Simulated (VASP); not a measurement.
# KF (R-3m) in VASP: notebook

KF is run at these levels: PBE; tasks: single point.

Everything below comes from runs of VASP 6.6.1. Logs are shortened: lines on timing, memory, paths and dates and some standing lists are left out, and cuts for length are marked.

**1. The cell of the first run**

The structure is trigonal, space group R-3m (No. 166). The conventional cell has a = 3.630 Å, b = 3.630 Å, c = 9.634 Å, α = 90.00°, β = 90.00°, γ = 120.00°. K (site symmetry -3m) has 6 F at 2.64 Å within 3.5 Å. F (site symmetry -3m) has 6 K at 2.64 Å within 3.5 Å.

**2. Single point, PBE**

INCAR reads:

```
SYSTEM = KF
  ALGO = Normal
  EDIFF = 1E-6
  ENCUT = 520
  GGA = PE
  ISIF = 2
  ISMEAR = 0
  LASPH = .True.
  LCHARG = .False.
  LREAL = .False.
  LWAVE = .False.
  NBANDS = 15
  NELM = 100
  PREC = Accurate
  SIGMA = 0.05
```

KPOINTS reads:

```
k-points
0
Gamma
  8 8 8
  0 0 0
```

POSCAR reads:

```
KF
1.0
    0.1428790770      2.7095690837      2.7095690837
    2.7095690837      0.1428790770      2.7095690837
    2.7095690837      2.7095690837      0.1428790770
K F
1 1
Direct
    0.0000000000      0.0000000000      0.0000000000
    0.5000000000      0.5000000000      0.5000000000
```

Potentials or basis: VASP PAW PBE potentials, release 64 (K_sv, F).

Launch:

```bash
> cat potpaw_PBE.64/K_sv/POTCAR potpaw_PBE.64/F/POTCAR > POTCAR
> mpirun -np 1 vasp_std > vasp.out
```

OUTCAR:

```text
SYSTEM = KF
   EDIFF = 1E-6
   ENCUT = 520
   GGA = PE
   ISIF = 2
   ISMEAR = 0
   LASPH = .True.
   LREAL = .False.
   NELM = 100
   PREC = Accurate

 ion  position               nearest neighbor table
   1  0.000  0.000  0.000-   2 2.64   2 2.64   2 2.64   2 2.64   2 2.64   2 2.64
   2  0.500  0.500  0.500-   1 2.64   1 2.64   1 2.64   1 2.64   1 2.64   1 2.64

  LATTYP: Found a trigonal (rhomboedric) cell.
 ALAT       =     3.8345721625
 COS(alpha) =     0.5519638990

  Lattice vectors:

 A1 = (   0.1428790770,   2.7095690837,   2.7095690837)
 A2 = (   2.7095690837,   0.1428790770,   2.7095690837)
 A3 = (   2.7095690837,   2.7095690837,   0.1428790770)

Analysis of symmetry for initial positions (statically):
=====================================================================
 Subroutine PRICEL returns:
 Original cell was already a primitive cell.

 Routine SETGRP: Setting up the symmetry group for a
 trigonal (rhombohedral) supercell.

 Subroutine GETGRP returns: Found 12 space group operations
 (whereof 12 operations were pure point group operations)
 out of a pool of 12 trial point group operations.

The static configuration has the point symmetry D_3d.

Analysis of symmetry for dynamics (positions and initial velocities):
=====================================================================
 Subroutine PRICEL returns:
 Original cell was already a primitive cell.

 Routine SETGRP: Setting up the symmetry group for a
 trigonal (rhombohedral) supercell.

 Subroutine GETGRP returns: Found 12 space group operations
 (whereof 12 operations were pure point group operations)
 out of a pool of 12 trial point group operations.

The dynamic configuration has the point symmetry D_3d.

 Subroutine INISYM returns: Found 12 space group operations
 (whereof 12 operations are pure point group operations),
 and found     1 'primitive' translations

----------------------------------------------------------------------------------------

                                     Primitive cell

  volume of cell :      36.6420

  direct lattice vectors                    reciprocal lattice vectors
     0.142879077  2.709569084  2.709569084    -0.199807603  0.189799244  0.189799244
     2.709569084  0.142879077  2.709569084     0.189799244 -0.199807603  0.189799244
     2.709569084  2.709569084  0.142879077     0.189799244  0.189799244 -0.199807603

  length of vectors
     3.834572162  3.834572162  3.834572162     0.334620059  0.334620059  0.334620059

  position of ions in fractional coordinates (direct lattice)
     0.000000000  0.000000000  0.000000000
     0.500000000  0.500000000  0.500000000

  ion indices of the primitive-cell ions
   primitive index   ion index
                 1           1
                 2           2

----------------------------------------------------------------------------------------

 KPOINTS: k-points

Automatic generation of k-mesh.
 Grid dimensions read from file:
 generate k-points for:    8    8    8

 Generating k-lattice:

  Cartesian coordinates                     Fractional coordinates (reciprocal lattice)
    -0.024975950  0.023724905  0.023724905     0.125000000  0.000000000  0.000000000
     0.023724905 -0.024975950  0.023724905     0.000000000  0.125000000  0.000000000
     0.023724905  0.023724905 -0.024975950     0.000000000  0.000000000  0.125000000

  Length of vectors
     0.041827507  0.041827507  0.041827507

  Shift w.r.t. Gamma in fractional coordinates (k-lattice)
     0.000000000  0.000000000  0.000000000

 Subroutine IBZKPT returns following result:
 ===========================================

 Found     65 irreducible k-points:

 Following reciprocal coordinates:
            Coordinates               Weight
  0.000000  0.000000  0.000000      1.000000
  0.125000  0.000000 -0.000000      6.000000
  0.250000  0.000000 -0.000000      6.000000
  0.375000 -0.000000 -0.000000      6.000000
  0.500000  0.000000 -0.000000      3.000000
  0.125000  0.125000 -0.000000      6.000000
[... 16 lines left out ...]
  0.250000  0.125000  0.125000      6.000000
  0.375000  0.125000  0.125000      6.000000
 [... further k-points ...]
   k-points           NKPTS =     65   k-points in BZ     NKDIM =     65   number of bands    NBANDS=     15
   number of dos      NEDOS =    301   number of ions     NIONS =      2
   total plane-waves  NPLWV =  27000
   dimension x,y,z NGX =    30 NGY =   30 NGZ =   30
   dimension x,y,z NGXF=    60 NGYF=   60 NGZF=   60
   ions per type =               1   1
   NGX,Y,Z   is equivalent  to a cutoff of  13.01, 13.01, 13.01 a.u.
   NGXF,Y,Z  is equivalent  to a cutoff of  26.01, 26.01, 26.01 a.u.
 SYSTEM =  KF
   PREC   = accura    normal or accurate (medium, high low for compatibility)
   ISTART =      0    job   : 0-new  1-cont  2-samecut
   ICHARG =      2    charge: 1-file 2-atom 10-const
   ISPIN  =      1    spin polarized calculation?
   LNONCOLLINEAR =      F non collinear calculations
   LSORBIT =      F    spin-orbit coupling
   LASPH  =      T    aspherical Exc in radial PAW
   ENCUT  =  520.0 eV  38.22 Ry    6.18 a.u.   7.13  7.13  7.13*2*pi/ulx,y,z
   NELM   =    100;   NELMIN=  2; NELMDL= -5     # of ELM steps
   EDIFF  = 0.1E-05   stopping-criterion for ELM
   LREAL  =      F    real-space projection
   EDIFFG = 0.1E-04   stopping-criterion for IOM
   NSW    =      0    number of steps for IOM
   IBRION =     -1    ionic relax: 0-MD 1-quasi-New 2-CG
   NFREE  =      0    steps in history (QN), initial steepest desc. (CG)
   ISIF   =      2    stress and relaxation
   ISYM   =      2    0-nonsym 1-usesym 2-fastsym
   POTIM  = 0.5000    time-step for ionic-motion
   TEBEG  =    0.0;   TEEND  =   0.0 temperature during run
   PSTRESS=    0.0 pullay stress
   NELECT =      16.0000    total number of electrons
   NUPDOWN=      -1.0000    fix difference up-down
   EMIN   =  10.00;   EMAX   =-10.00  energy-range for DOS
   EFERMI =   0.00;   METHOD = LEGACY
   ISMEAR =     0;   SIGMA  =   0.05  broadening in eV -4-tet -1-fermi 0-gaus
   EFERMI_NEDOS =   21; number of points for ismear=-14 and -15
   IALGO  =     38    algorithm
   IMIX   =      4    mixing-type and parameters
     AMIX     =   0.40;   BMIX     =  1.00
     AMIX_MAG =   1.60;   BMIX_MAG =  1.00
  volume/ion in A,a.u.               =      18.32       123.64
  Fermi-wavevector in a.u.,A,eV,Ry     =   1.242000  2.347041 20.987874  1.542565
  Thomas-Fermi vector in A             =   2.376374
   LORBIT       =      0    0 simple, 1 ext, 2 COOP (PROOUT), +10 PAW based schemes
   GGA     = PE    functional components
   LHFCALC =     F    Hartree Fock is set to
   AEXX    =    0.0000 exact exchange contribution
   IVDW    =     0    specifies the selected vdW correction
   LEPSILON=     F    determine dielectric tensor
   LRPA    =     F    only Hartree local field effects (RPA)
 non-spin polarized calculation
 Gauss-broadening in eV      SIGMA  =   0.05
  energy-cutoff  :      520.00
  volume of cell :       36.64
 maximum number of plane-waves:      1002
 NGX is ok and might be reduce to    30
   NGX = 15   NGY = 15   NGZ = 15

 number of electron      16.0000008 magnetization

 Free energy of the ion-electron system (eV)
  ---------------------------------------------------
  ext. energy  EPLUGINS =         0.00000000
  ---------------------------------------------------
  free energy    TOTEN  =        -8.25385930 eV

  energy without entropy =       -8.25385930  energy(sigma->0) =       -8.25385930

 E-fermi :  -2.4317     XC(G=0):  -8.5939

 val. band max:       -2.6409101478   @ k =   0.0000   0.0000   0.0000
 cond. band min:       3.6773192645   @ k =   0.0000   0.0000   0.0000
 fundamental gap:      6.3182294123
 Fermi energy:        -2.4316827956

 k-point     1 :       0.0000    0.0000    0.0000
  band No.  band energies     occupation
      1     -28.7502      2.00000
      2     -21.3554      2.00000
      3     -11.9956      2.00000
      4     -11.9471      2.00000
      5     -11.9471      2.00000
      6      -2.7263      2.00000
      7      -2.6409      2.00000
      8      -2.6409      2.00000
      9       3.6773      0.00000
     10       7.5915      0.00000
     11       8.3250      0.00000
     12       8.3250      0.00000
     13       9.8726      0.00000
     14       9.8726      0.00000
     15      14.5116      0.00000

 k-point     2 :       0.1250    0.0000   -0.0000
  band No.  band energies     occupation
      1     -28.7323      2.00000
      2     -21.3692      2.00000
      3     -12.0063      2.00000
      4     -11.9921      2.00000
      5     -11.9585      2.00000
      6      -2.8144      2.00000
      7      -2.7736      2.00000
      8      -2.6975      2.00000
      9       4.1453      0.00000
     10       7.7707      0.00000
     11       8.0738      0.00000
     12       8.5838      0.00000
     13       9.9863      0.00000
     14      10.0125      0.00000
     15      15.3589      0.00000

 k-point     3 :       0.2500    0.0000   -0.0000
  band No.  band energies     occupation
      1     -28.6886      2.00000
      2     -21.4034      2.00000
      3     -12.1384      2.00000
      4     -11.9926      2.00000
      5     -11.9857      2.00000
      6      -3.1297      2.00000
      7      -2.9411      2.00000
      8      -2.8308      2.00000
      9       5.2970      0.00000
     10       7.5600      0.00000
     11       8.4661      0.00000
     12       9.2261      0.00000
     13      10.3688      0.00000
     14      10.4594      0.00000
     15      16.5416      0.00000
[... 343 lines left out ...]
 k-point    23 :       0.2500    0.1250    0.1250
  band No.  band energies     occupation
      1     -28.7130      2.00000
      2     -21.3940      2.00000
      3     -12.0450      2.00000
      4     -12.0225      2.00000
      5     -11.9486      2.00000
      6      -3.0438      2.00000
      7      -2.7986      2.00000
      8      -2.7148      2.00000
      9       4.7065      0.00000
     10       7.3949      0.00000
     11       8.6660      0.00000
     12       8.7546      0.00000
     13      10.2913      0.00000
     14      10.2988      0.00000
     15      16.0155      0.00000

 k-point    24 :       0.3750    0.1250    0.1250
  band No.  band energies     occupation
      1     -28.6698      2.00000
      2     -21.4223      2.00000
      3     -12.1833      2.00000
      4     -12.0494      2.00000
      5     -11.9763      2.00000
      6      -3.2623      2.00000
      7      -2.9238      2.00000
      8      -2.8608      2.00000
      9       5.8310      0.00000
     10       7.3644      0.00000
     11       8.9019      0.00000
     12       9.4213      0.00000
     13      10.7172      0.00000
     14      10.9359      0.00000
     15      15.7706      0.00000

 [... further k-points ...]

------------------------ aborting loop because EDIFF is reached ----------------------------------------

  FORCE on cell =-STRESS in cart. coord.  units (eV):
  Direction    XX          YY          ZZ          XY          YZ          ZX
  --------------------------------------------------------------------------------------
  -------------------------------------------------------------------------------------
  Total        0.6610445      0.6610445      0.6610445     -0.1818615     -0.1818615     -0.1818615
  in kB       28.9042785     28.9042785     28.9042785     -7.9519211     -7.9519211     -7.9519211
  external PRESSURE =      28.9042785 kB  Pullay stress =       0.0000000 kB

 VOLUME and BASIS-vectors are now :
 -----------------------------------------------------------------------------
  energy-cutoff  :      520.00
  volume of cell :       36.64
      direct lattice vectors                 reciprocal lattice vectors
     0.142879077  2.709569084  2.709569084    -0.199807603  0.189799244  0.189799244
     2.709569084  0.142879077  2.709569084     0.189799244 -0.199807603  0.189799244
     2.709569084  2.709569084  0.142879077     0.189799244  0.189799244 -0.199807603

 POSITION                                       TOTAL-FORCE (eV/Angst)
 -----------------------------------------------------------------------------------
      0.00000      0.00000      0.00000        -0.000000      0.000000     -0.000000
      2.78101      2.78101      2.78101         0.000000     -0.000000      0.000000
 -----------------------------------------------------------------------------------
    total drift:                                0.000000      0.000000      0.000000

  FREE ENERGIE OF THE ION-ELECTRON SYSTEM (eV)
  ---------------------------------------------------
  free  energy   TOTEN  =        -8.2538592951 eV

  energy  without entropy=       -8.2538592951  energy(sigma->0) =       -8.25385930
```

Wall time 21 s (1 thread of Intel Xeon 6975P-C (Granite Rapids), shared host); peak memory 0.18 GiB.

Results:

```
Free energy            : -8.2539 eV
Pressure               : 2.9 GPa
Band gap on the k mesh : 6.32 eV, direct
```

A k mesh can miss the band edges. A hybrid or GW would open this gap; PBE tends to underestimate it.

(Part 1 of 3 ends here.)
